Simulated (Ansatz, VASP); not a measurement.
**CdF2: VASP beside Ansatz**

The input INCAR:

```
SYSTEM = CdF2
ALGO = Normal ; EDIFF = 1E-6
ENCUT = 520 ; GGA = PE
ISIF = 2 ; ISMEAR = 0
LASPH = .TRUE. ; LCHARG = .FALSE.
LREAL = .FALSE. ; LWAVE = .FALSE.
NBANDS = 20 ; NELM = 100
PREC = Accurate ; SIGMA = 0.02
```

Contents of KPOINTS:

```
k-points
0
G
  8 8 8
  0 0 0
```

File POSCAR:

```
CdF2
1.0
    0.0000000000      2.7944916374      2.7944916374
    2.7944916374      0.0000000000      2.7944916374
    2.7944916374      2.7944916374      0.0000000000
Cd F
1 2
Direct
    0.0000000000      0.0000000000      0.0000000000
    0.2500000000      0.2500000000      0.2500000000
    0.7500000000      0.7500000000      0.7500000000
```

Input for Ansatz:

```yaml
crystal:
  lattice:
    - [0.0, 2.7944916374, 2.7944916374]
    - [2.7944916374, 0.0, 2.7944916374]
    - [2.7944916374, 2.7944916374, 0.0]
  atoms:
    - { symbol: Cd, position: [0.0, 0.0, 0.0] }
    - { symbol: F, position: [0.25, 0.25, 0.25] }
    - { symbol: F, position: [0.75, 0.75, 0.75] }
basis:
  ecutwfc: 420
kpoints:
  mp_grid: { grid: [8, 8, 8] }
hamiltonian:
  xc: pbe
scf:
  occupations: { method: gaussian, width: 0.02 }
output:
  forces: true
  stress: true
  eigenvalues: true
```

Alike in both runs: task single point; functional PBE; k mesh 8 × 8 × 8; occupations gaussian, width 0.02 eV; no spin polarisation.

|  | VASP | Ansatz |
| --- | --- | --- |
| version | VASP 6.6.1 | Ansatz 0.2.0 |
| potentials or method | VASP PAW PBE potentials, release 64 (Cd, F), cutoff 520 eV | scalar-relativistic, plane waves, PAW |
| valence electrons in the cell | 26 | 34 |

Ansatz gave:

| Property | Result |
| --- | --- |
| gap on the k mesh at the Fermi level (eV) | 2.71 |
| least direct gap on the mesh (eV) | 3.32 |
| pressure (GPa) | -4.7 |

Q: Estimate VASP's values.

A: gap on the k mesh at the Fermi level (eV): 2.68; least direct gap on the mesh (eV): 3.29; pressure (GPa): -4.4.

VASP's potentials hold 26 valence electrons a cell and Ansatz's 34, so a difference there can come from the potentials and not from the codes.
